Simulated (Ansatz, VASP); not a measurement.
## One calculation of SnO2, two programs

```
Sn O
1.0
     4.73735    0.00000    0.00000
     0.00000    4.73735    0.00000
     0.00000    0.00000    3.18640
Sn O
2 4
Cartesian
  0.1591 0.1591 0.0000
  2.3687 2.3687 1.5932
  1.4478 1.4478 0.0000
  0.9208 3.8165 1.5932
  3.2895 3.2895 0.0000
  3.8165 0.9208 1.5932
```

Alike in both runs: task single point; functional PBE; k mesh 6 × 6 × 8; occupations gaussian, width 0.05 eV; no spin polarisation.

```csv
,VASP,Ansatz
version,VASP 6.6.1,Ansatz 0.2.0
potentials or method,"VASP PAW PBE potentials, release 64 (Sn_d, O), cutoff 520 eV","scalar-relativistic, plane waves, PAW"
valence electrons in the cell,52,52
```

```tsv
	VASP	Ansatz	Ansatz less VASP
gap on the k mesh at the Fermi level (eV)	0.97	0.98	+0.016
least direct gap on the mesh (eV)	0.97	0.98	+0.016
pressure (GPa)	15.7	15.1	-0.55
traceless stress, the component that is largest in VASP (GPa)	8.19	8.42	+0.226
rms of the force components (eV/Å)	1.945	1.953	+0.0082
```

Atom by atom the forces differ by 0.021 eV/Å (rms over components). With one functional, cell and mesh, what is left measures potentials, basis and numerics.
